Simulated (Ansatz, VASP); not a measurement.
## Bi: VASP beside Ansatz

```
Bi
1.0
     2.26734    1.30905    3.88173
    -2.26734    1.30905    3.88173
     0.00000   -2.61810    3.88173
Bi
2
Direct
  0.23713 0.23713 0.23713
  0.76287 0.76287 0.76287
```

Alike in both runs: task single point; functional LDA; k mesh 12 × 12 × 12; occupations gaussian, width 0.1 eV; no spin polarisation.

```csv
,VASP,Ansatz
version,VASP 6.6.1,Ansatz 0.2.0
potentials or method,"VASP PAW LDA potentials, release 64 (Bi_d), cutoff 520 eV","scalar-relativistic, plane waves, PAW"
valence electrons in the cell,30,30
```

VASP gave:

```
gap on the k mesh at the Fermi level (eV) : none
pressure (GPa)                            : -1.5
rms of the force components (eV/Å)        : 0.056
```

Question: What did Ansatz give for the same quantities?

Answer: gap on the k mesh at the Fermi level (eV): none; pressure (GPa): -1.5; rms of the force components (eV/Å): 0.067.

LDA's correlation is that of Perdew and Zunger in VASP and of Perdew and Wang (1992) in Ansatz. Atom by atom the forces differ by 0.011 eV/Å (rms over components). A gap of «none» marks a metal or a gap that the smearing closes.

Spin-orbit coupling is off throughout.
